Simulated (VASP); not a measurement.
Write the native input for VASP 6.6.1 that does the following.

* Task: single point
* Functional: PBEsol
* Potentials or basis: VASP PAW PBE potentials, release 64 (Mg, S)
* Cutoff: 520 eV
* k mesh: 6 × 6 × 6
* Occupations: fermi-dirac, width 0.05 eV
* Spin: no spin polarisation
* Dipole correction: no
* Further INCAR settings: ALGO = Normal; EDIFF = 1e-07; NBANDS = 26

The structure of MgS lies in POSCAR:

```
MgS
1.0
    0.0002288272      5.6561881048      5.6535034874
    5.6452929224      0.0001814934      5.6535180906
    2.8227088911      2.8282156747     -0.0000180176
Mg S
4 4
Direct
    0.0005597921     -0.0092531264      0.0183078398
    0.0007834865      0.4907250561      0.0179265604
    0.5005793740     -0.0092476127      0.0185341734
    0.5007638819      0.4907804642      0.0180323065
    0.1255734363      0.1157199834      0.2683197022
    0.1257549373      0.6157381345      0.2679533421
    0.6255546262      0.1157736263      0.2685256706
    0.6257727059      0.6157506029      0.2680498864
```

These files were run (other wordings do the same):

INCAR

```
PREC     = Accurate       # precision mode
ENCUT    = 520            # plane-wave cutoff, eV
EDIFF    = 1E-7           # SCF threshold, eV
ISMEAR   = -1             # smearing method
SIGMA    = 0.05           # smearing width, eV
LREAL    = F              # projectors in reciprocal space
LASPH    = T              # aspherical terms in the spheres
NELM     = 80             # most SCF steps
ALGO     = Normal         # electronic algorithm
ISIF     = 2              # what is computed and relaxed
LWAVE    = F              # write WAVECAR
LCHARG   = F              # write CHGCAR
GGA      = PS             # functional
NBANDS   = 26             # bands
```

KPOINTS

```
regular mesh
0
Gamma
  6 6 6
```

Potentials or basis: VASP PAW PBE potentials, release 64 (Mg, S).

The run is started by

```console
$ cat potpaw_PBE.64/Mg/POTCAR potpaw_PBE.64/S/POTCAR > POTCAR
$ mpirun -np 1 vasp_std > vasp.out
```

Results of the run:

```json
{
  "Pressure": "-0.1 GPa",
  "Band gap on the k mesh": "3.32 eV"
}
```

Caveat: the PAW data sets were made with another functional, which shifts forces and pressure a little.

It took 15 min on 1 thread of Intel Xeon 8259CL, on a shared host, peak memory 0.61 GiB.
